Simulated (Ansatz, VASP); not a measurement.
**One calculation of Nb, two programs**

INCAR

```
SYSTEM = Nb
PREC = Accurate
ENCUT = 520
EDIFF = 1E-6
ISMEAR = 0
SIGMA = 0.15
LREAL = .False.
LASPH = .True.
NELM = 100
ALGO = Fast
ISIF = 2
LWAVE = .False.
LCHARG = .False.
GGA = PE
NBANDS = 12
```

Contents of KPOINTS:

```
Automatic mesh
0
Gamma
  20 20 20
  0 0 0
```

Contents of POSCAR:

```
Nb
1.0
   -1.6639500000      1.6639500000      1.7055487500
    1.6639500000     -1.6639500000      1.7055487500
    1.6639500000      1.6639500000     -1.7055487500
Nb
1
Direct
    0.0000000000      0.0000000000      0.0000000000
```

Input for Ansatz:

```yaml
crystal:
  lattice:
    - [-1.66395, 1.66395, 1.70554875]
    - [1.66395, -1.66395, 1.70554875]
    - [1.66395, 1.66395, -1.70554875]
  atoms:
    - { symbol: Nb, position: [0.0, 0.0, 0.0] }
basis:
  ecutwfc: 420
kpoints:
  mp_grid: { grid: [20, 20, 20] }
hamiltonian:
  xc: pbe
scf:
  occupations: { method: gaussian, width: 0.15 }
output:
  forces: true
  stress: true
  eigenvalues: true
```

Change from the starting cell: strain +0.0250 x Voigt [0, 0, 1, 0, 0, 0], atoms carried along.

Alike in both runs: task single point; functional PBE; k mesh 20 × 20 × 20; occupations gaussian, width 0.15 eV; no spin polarisation.

|  | VASP | Ansatz |
| --- | --- | --- |
| version | VASP 6.6.1 | Ansatz 0.2.0 |
| potentials or method | VASP PAW PBE potentials, release 64 (Nb_sv), cutoff 520 eV | scalar-relativistic, plane waves, PAW |
| valence electrons in the cell | 13 | 13 |

VASP gave:

- gap on the k mesh at the Fermi level (eV): none
- pressure (GPa): -6.7
- traceless stress, the component that is largest in VASP (GPa): -1.68

Q: Which values does Ansatz return?

A: gap on the k mesh at the Fermi level (eV): none; pressure (GPa): -6.4; traceless stress, the component that is largest in VASP (GPa): -1.69.

A gap of «none» marks a metal or a gap that the smearing closes. With one functional, cell and mesh, what is left measures potentials, basis and numerics.
